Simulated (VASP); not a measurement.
Wanted: the native input for a VASP 6.6.1 run.

```yaml
Task: single point
Functional: PBE
Potentials_or_basis: VASP PAW PBE potentials, release 64 (Cu, O)
Cutoff: 600 eV
k_mesh: 4 × 4 × 4, shifted
Occupations: tetrahedron
Spin: collinear spin, ferromagnetic start
Starting_moments: "[0.46, 0.25] μB"
Hubbard_terms: Cu d U = 3.4 eV, J = 0.36 eV
Dipole_correction: no
LDAUTYPE: 1
Hund's_J: 0.36
Further_INCAR_settings: ALGO = Normal; EDIFF = 1e-06; NBANDS = 20; ISYM = 0
```

The structure of CuO lies in POSCAR:

```
CuO
1.0
    0.0000000000      2.1165600000      2.1165600000
    2.1165600000      0.0000000000      2.1165600000
    2.1165600000      2.1165600000      0.0000000000
Cu O
1 1
Direct
    0.0000000000      0.0000000000      0.0000000000
    0.5000000000      0.5000000000      0.5000000000
```

The input as run:

INCAR

```
SYSTEM = CuO
  PREC = Accurate
  ENCUT = 600
  EDIFF = 1E-6
  ISMEAR = -5
  SIGMA = 0.1
  LREAL = .FALSE.
  LASPH = .TRUE.
  NELM = 200
  ALGO = Normal
  ISIF = 2
  LWAVE = .FALSE.
  LCHARG = .FALSE.
  ISPIN = 2
  MAGMOM = 0.46 0.25
  LORBIT = 11
  LMAXMIX = 4
  LDAU = .TRUE.
  LDAUTYPE = 1
  LDAUL = 2 -1
  LDAUU = 3.4 0
  LDAUJ = 0.36 0
  LDAUPRINT = 1
  GGA = PE
  NBANDS = 20
  ISYM = 0
  GGA_COMPAT = .FALSE.
```

KPOINTS

```
Automatic mesh
0
Gamma
  4 4 4
  0.5 0.5 0.5
```

Potentials or basis: VASP PAW PBE potentials, release 64 (Cu, O).

The run is started by

```bash
$ cat potpaw_PBE.64/Cu/POTCAR potpaw_PBE.64/O/POTCAR > POTCAR
$ mpirun -np 1 vasp_std > vasp.out
```

Results of the run:

The pressure is 1.0 GPa, the band gap on the k mesh is zero (filled and empty bands overlap) and the net moment is 1.00 μB per cell. The site moments are Cu +0.60; O +0.36 μB. The valence electrons inside the program's atomic spheres are Cu 9.81; O 4.94.

Caveat: the k points lie up to 0.64 Å⁻¹ apart, too coarse for converged energies and pressures of a metal; a cell with one magnetic atom can't hold antiferromagnetic order, which such compounds often take; tetrahedron occupations give inexact forces and stress in metals.

Wall time 5.7 min on 1 thread of Intel Xeon 8259CL, on a shared host, peak memory 0.19 GiB.
